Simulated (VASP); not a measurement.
**Zn5In6O14: single point with PBE**

The system is Zn5In6O14.

```
CELL_PARAMETERS angstrom
7.04388 -0.11458 -0.08361
-0.11458 6.92896 -0.04497
-0.08361 -0.04497 6.79523
ATOMIC_POSITIONS crystal
In 0.22561 0.27313 0.88513
In 0.03604 0.17001 0.35700
In 0.21428 0.84695 0.78342
In 0.85944 0.50440 0.68530
In 0.41481 0.47311 0.46242
In 0.64447 0.93315 0.60649
O 0.82829 0.23486 0.65708
O 0.06923 0.05645 0.01439
O 0.58098 0.68482 0.21746
O 0.48196 0.92305 0.85799
O 0.30177 0.57332 0.83732
O 0.79770 0.43238 0.02318
O 0.91122 0.75306 0.90078
O 0.37948 0.76155 0.27420
O 0.60629 0.65193 0.60942
O 0.99125 0.88073 0.54736
O 0.74415 0.00498 0.27176
O 0.11116 0.46580 0.48847
O 0.37040 0.16598 0.60958
O 0.25961 0.32249 0.17200
Zn 0.80880 0.05225 0.92359
Zn 0.52068 0.03098 0.15424
Zn 0.56399 0.51904 0.00452
Zn 0.21022 0.63303 0.09172
Zn 0.89542 0.78059 0.24111
```

```json
{
 "Program": "VASP 6.6.1",
 "Task": "single point",
 "Functional": "PBE",
 "Potentials or basis": "VASP PAW PBE potentials, release 64 (In_d, O, Zn)",
 "Cutoff": "520 eV",
 "k mesh": "3 × 3 × 3",
 "Occupations": "fermi-dirac, width 0.1861 eV",
 "Spin": "no spin polarisation"
}
```

```json
{"Pressure": "6.5 GPa", "Largest force": "4.907 eV/Å"}
```

Forces in eV/Å, atoms in the order of the input:
```
In   0.348 -0.710 -3.419
In   0.058  0.351  1.084
In  -3.770  1.678 -2.336
In   1.010  4.029  1.399
In  -1.442 -1.477  0.062
In   0.920  3.106 -2.020
O   -0.525 -4.848 -0.542
O    0.303 -0.259  0.414
O   -0.135 -0.702  0.758
O    1.413  1.046  2.954
O    0.936 -1.984  0.404
O    1.301 -2.158 -0.043
O    0.553  0.104  0.049
O    0.027  1.546  0.806
O    0.445 -2.469 -0.013
O    0.429  0.434 -1.275
O    1.963  1.610  1.533
O   -1.093 -0.338  0.029
O   -0.283  1.044 -0.613
O    2.030  1.332  2.430
Zn   0.841  0.916  0.163
Zn  -2.831 -0.106 -1.547
Zn  -0.831 -0.112 -1.756
Zn  -2.161 -0.688  1.841
Zn   0.494 -1.343 -0.363
```

Stress tensor (GPa, compression positive):
```
 4.06  1.66  2.98
 1.66 11.03  2.74
 2.98  2.74  4.38
```

Levels at points of the mesh, in eV from the Fermi level:
```tsv
k point	band 108	band 109	band 110	band 111	band 112	band 113	band 114	band 115
(0.00, 0.00, 0.00)	-2.02	-1.75	-1.50	-1.05	0.70	1.12	1.32	1.58
```

Wall time 19 min on 1 thread of Intel(R) Xeon(R) 6975P-C (Granite Rapids), with other jobs on the host, peak memory 0.6 GiB.

Caveat: the atoms stand as in a frame of molecular dynamics; spin-orbit coupling is left out, which moves the levels of the heavy elements.
